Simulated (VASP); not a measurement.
Here is a VASP 6.6.1 calculation.

INCAR

```
PREC = Accurate
ENCUT = 520
EDIFF = 1E-6
ISMEAR = 0
SIGMA = 0.1
LREAL = False
LASPH = True
NELM = 150
ALGO = Normal
ISIF = 2
LWAVE = False
LCHARG = True
ISPIN = 2
MAGMOM = 0 0 0 0 1 1
LORBIT = 11
GGA = PE
LELF = True
LVHAR = True
NBANDS = 25
```

The input KPOINTS:

```
regular mesh
0
Gamma
  6 6 2
```

File POSCAR:

```
MgSi3N2
1.0
    5.2575524988      0.0000000042      0.0000000000
   -2.6287762530      4.5531740236      0.0000000000
    0.0000000000      0.0000000000      4.8875668081
Mg Si N
1 3 2
Direct
    0.6666666667      0.3333333333      0.0000000000
    0.6666666667      0.3333333333      0.5000000000
    0.0000000000      0.0000000000      0.0000000000
    0.0000000000      0.0000000000      0.5000000000
    0.3333333333      0.6666666667      0.1143402026
    0.3333333333      0.6666666667      0.8856597974
```

Potentials or basis: VASP PAW PBE potentials, release 64 (Mg, Si, N).

Command:

```bash
$ cat potpaw_PBE.64/Mg/POTCAR potpaw_PBE.64/Si/POTCAR potpaw_PBE.64/N/POTCAR > POTCAR
$ mpirun -np 1 vasp_std > vasp.out
```

(1) Estimate the pressure.

(2) Predict the net moment.

(3) Estimate the band gap on the k mesh.

Results:

(1) 0.6 GPa.

(2) 0.00 μB per cell.

(3) zero (filled and empty bands overlap).

Caveat: the k points lie up to 0.64 Å⁻¹ apart, too coarse for converged energies and pressures of a metal; the standard files for N, O and F lose accuracy on very short bonds; forces of over 1 eV/Å act on the atoms, so gaps and moduli don't describe the material at rest.
